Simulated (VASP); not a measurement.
Runs of VASP 6.6.1 on ScAl3. The structure is that of space group P-6m2 (No. 187), or close to it. The cells are those of the table. 

```tsv
task	cell	k mesh	cutoff (eV)	gap on the mesh (eV)	pressure (GPa)	relaxed volume (Å³/atom)	largest force (eV/Å)
single point	a = 3.008, b = 3.008, c = 9.415 Å, angles 90.0, 90.0, 120.0°, 4 atoms	6 × 6 × 2	520	none	0.1	-	0.01
relaxation of cell and atoms	relaxed from a = 2.729, b = 2.729, c = 10.130 Å, angles 90.0, 90.0, 120.0°, 4 atoms	6 × 6 × 2	600	none	0.1	(a)	0.01
relaxation of cell and atoms	relaxed from a = 3.008, b = 3.008, c = 9.415 Å, angles 90.0, 90.0, 120.0°, 4 atoms	18 × 18 × 6	600	none	0.0	18.53	-
single point	a = 3.048, b = 3.048, c = 9.207 Å, angles 90.0, 90.0, 120.0°, 4 atoms	18 × 18 × 6	520	none	0.0	-	0.01
```

Alike in all rows: level PBE; potentials or basis VASP PAW PBE potentials, release 64 (Sc_sv, Al); no spin polarisation; smearing gaussian 0.1 eV.

Question: Estimate the missing entries.

Answer: (a) 18.48.

Caveats: some runs use coarse meshes.

A gap of «none» marks levels without a gap at the run's occupations.
